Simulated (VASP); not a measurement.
A run of VASP 6.6.1:

INCAR

```
SYSTEM = Zn
PREC = Accurate ; ENCUT = 520
EDIFF = 1E-6 ; ISMEAR = 0
SIGMA = 0.15 ; LREAL = .FALSE.
LASPH = .TRUE. ; NELM = 80
ALGO = Fast ; ISIF = 2
LWAVE = .FALSE. ; LCHARG = .TRUE.
LELF = .TRUE. ; LVHAR = .TRUE.
NBANDS = 12
```

File KPOINTS:

```
Automatic mesh
0
G
  22 22 22
  0 0 0
```

POSCAR

```
Zn
1.0
   -1.5455014450      1.5455014450      1.5219658900
    1.5455014450     -1.5455014450      1.5219658900
    1.5455014450      1.5455014450     -1.5219658900
Zn
1
Direct
    0.0000000000      0.0000000000      0.0000000000
```

Potentials or basis: VASP PAW LDA potentials, release 64 (Zn).

Launch:

```sh
$ cat potpaw_LDA.64/Zn/POTCAR > POTCAR
$ mpirun -np 1 vasp_std > vasp.out
```

Hardware: 1 thread of AMD EPYC 9R14 (Zen 4), on a shared host.

Question: How long does it take, and how much memory?

Answer: It took 65 s on 1 thread of AMD EPYC 9R14 (Zen 4), with other jobs on the host, peak memory 0.2 GiB. Counts: scf iterations 11, k points 834.
